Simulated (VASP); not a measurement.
Input of a VASP 6.6.1 run:

INCAR

```
SYSTEM = ErBe
  PREC = Accurate
  ENCUT = 600
  EDIFF = 1E-6
  ISMEAR = 0
  SIGMA = 0.1
  LREAL = .FALSE.
  LASPH = .TRUE.
  NELM = 200
  ALGO = Normal
  ISIF = 2
  LWAVE = .FALSE.
  LCHARG = .FALSE.
  GGA = PE
  NBANDS = 19
  GGA_COMPAT = .FALSE.
  LMAXMIX = 6
```

File KPOINTS:

```
Automatic mesh
0
G
  12 12 6
  0 0 0
```

Contents of POSCAR:

```
ErBe
1.0
    3.0912217845      0.0000000000      0.0000000000
    0.0000000000      3.0912217845      0.0000000000
    0.0000000000      0.0000000000      7.8537754795
Er Be
2 2
Direct
    0.5000000000      0.0000000000      0.8210382362
    0.0000000000      0.5000000000      0.1789617638
    0.5000000000      0.0000000000      0.4427081730
    0.0000000000      0.5000000000      0.5572918270
```

Potentials or basis: VASP PAW PBE potentials, release 64 (Er_3, Be), 4f in core.

Launch:

```console
$ cat potpaw_PBE.64/Er_3/POTCAR potpaw_PBE.64/Be/POTCAR > POTCAR
$ mpirun -np 1 vasp_std > vasp.out
```

(1) Predict the largest force.

(2) What does it give for the pressure?

(3) Estimate the band gap on the k mesh.

Answers

(1) 0.036 eV/Å.

(2) 0.4 GPa.

(3) zero (bands 11 and 12 overlap by 1.85 eV).

Caveat: spin-orbit coupling is left out, which moves the levels of the heavy elements; the 4f electrons are frozen in the core, so they carry no moment and show no levels.
